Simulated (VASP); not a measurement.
A run of VASP 6.6.1 is set up as follows.

Contents of POSCAR:

```
HgTe
1.0
    0.0000000000      3.2860752822      3.2860752822
    3.2860752822      0.0000000000      3.2860752822
    3.2860752822      3.2860752822      0.0000000000
Hg Te
1 1
Direct
    0.0000000000      0.0000000000      0.0000000000
    0.2576078598      0.2423921402      0.2576078598
```

INCAR.step1

```
PREC = Accurate
ENCUT = 520
ISMEAR = 0
SIGMA = 0.05
LREAL = False
LASPH = True
NELM = 100
NBANDS = 16
GGA = PE
ALGO = Normal
EDIFF = 1E-4
LWAVE = True
LCHARG = False
```

The input INCAR.step2:

```
PREC = Accurate
ENCUT = 520
EDIFF = 1E-7
ISMEAR = 0
SIGMA = 0.05
LREAL = False
LASPH = True
NELM = 100
ALGO = Normal
ISIF = 2
LWAVE = False
LCHARG = False
METAGGA = R2SCAN
LMIXTAU = True
NBANDS = 16
ISTART = 1
```

Contents of KPOINTS:

```
regular mesh
0
Gamma
  10 10 10
```

Potentials or basis: VASP PAW PBE potentials, release 64 (Hg, Te).

Run with:

```console
$ cat potpaw_PBE.64/Hg/POTCAR potpaw_PBE.64/Te/POTCAR > POTCAR
$ cp INCAR.step1 INCAR
$ mpirun -np 1 vasp_std > vasp.out
$ cp INCAR.step2 INCAR
$ mpirun -np 1 vasp_std > vasp.out
```

Task: What does it give for the band gap on the k mesh?

Result: 0.01 eV.

Task: Estimate the largest force.

Result: 0.148 eV/Å.

Task: Predict the pressure.

Result: 0.1 GPa.

Stress tensor (GPa, compression positive):
```
 0.12  0.00 -0.47
 0.00  0.09  0.00
-0.47  0.00  0.12
```

Caveat: the cell differs from its parent crystal (atom 2 (Te) moved 0.05 Å along y); the PAW data sets were made with another functional, which shifts forces and pressure a little; spin-orbit coupling is left out, which moves the levels of the heavy elements.
